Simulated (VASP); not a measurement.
Here is a VASP 6.6.1 calculation.

File INCAR:

```
SYSTEM = S
PREC = Accurate
ENCUT = 500
EDIFF = 1E-6
ISMEAR = -1
SIGMA = 0.08
LREAL = .FALSE.
LASPH = .TRUE.
NELM = 120
ALGO = Normal
ISIF = 2
LWAVE = .FALSE.
LCHARG = .TRUE.
GGA = PS
LELF = .TRUE.
LVHAR = .TRUE.
NBANDS = 9
GGA_COMPAT = .FALSE.
```

File KPOINTS:

```
regular mesh
0
G
  20 20 18
  0 0 0
```

Contents of POSCAR:

```
S
1.0
    2.1030295438      0.0000000000      0.0000000000
   -1.0515147719      1.8212770098      0.0000000000
    0.0000000000      0.0000000000      1.9458250159
S
1
Direct
    0.0000000000      0.0000000000      0.0000000000
```

Potentials or basis: VASP PAW PBE potentials, release 64 (S).

Run with:

```sh
$ cat potpaw_PBE.64/S/POTCAR > POTCAR
$ mpirun -np 1 vasp_std > vasp.out
```

(1) Estimate the band gap on the k mesh.

(2) Predict the pressure.

Results:

(1) zero (bands 3 and 4 overlap by 17.48 eV).

(2) 249.3 GPa.

Caveat: the cell stands under pressure; the PAW data sets were made with another functional, which shifts forces and pressure a little.
